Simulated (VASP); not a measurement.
Here is a VASP 6.6.1 calculation.

File INCAR:

```
SYSTEM = CuSi16
  ALGO = Normal
  EDIFF = 1E-6
  ENCUT = 520
  GGA = PS
  ISIF = 2
  ISMEAR = -1
  ISPIN = 2
  LASPH = .True.
  LCHARG = .False.
  LMAXMIX = 4
  LORBIT = 11
  LREAL = Auto
  LWAVE = .False.
  MAGMOM = 0 0 0 0 0 0 0 0 0 0 0 0 0 0 0 0 0
  NBANDS = 56
  NELM = 150
  PREC = Accurate
  SIGMA = 0.02
```

Contents of KPOINTS:

```
k-points
0
Gamma
  2 2 2
  0 0 0
```

POSCAR

```
CuSi16
1.0
    0.0000000000      5.4300000000      5.4300000000
    5.4300000000      0.0000000000      5.4300000000
    5.4300000000      5.4300000000      0.0000000000
Si Cu
16 1
Direct
   -0.0049732965      0.0139758748     -0.0050399632
    0.1279610497      0.1219680479      0.1278984346
    0.0069383978     -0.0047253223      0.5022798343
    0.1286198895      0.1329491713      0.6172027624
   -0.0049556169      0.4958165746     -0.0050121547
    0.1056981584      0.6442176796      0.1056429098
    0.0034106814      0.5102077348      0.4759268877
    0.1285967772      0.6209951197      0.6172238490
    0.5023426335     -0.0047221915      0.0068761510
    0.6172681400      0.1329541436      0.1285530387
    0.5030565378      0.0033263352      0.5029895028
    0.6325261510      0.1173994475      0.6324640884
    0.4759830571      0.5102128913      0.0033482505
    0.6172797422      0.6209981584      0.1285373849
    0.5030399632      0.4904335175      0.5029808471
    0.6207940147      0.6291315838      0.6207323204
    0.8519935543      0.3980320442      0.8519366483
```

Potentials or basis: VASP PAW PBE potentials, release 64 (Si, Cu).

Command:

```sh
$ cat potpaw_PBE.64/Si/POTCAR potpaw_PBE.64/Cu/POTCAR > POTCAR
$ mpirun -np 1 vasp_std > vasp.out
```

What does it give for the pressure?

2.1 GPa.

Estimate the net moment.

0.00 μB per cell.

Stress tensor (GPa, compression positive):
```
2.16 0.00 0.11
0.00 2.04 0.00
0.11 0.00 2.16
```

Caveat: the k points lie up to 0.50 Å⁻¹ apart; no moment was typed at the start, so none could form; the PAW data sets were made with another functional, which shifts forces and pressure a little.
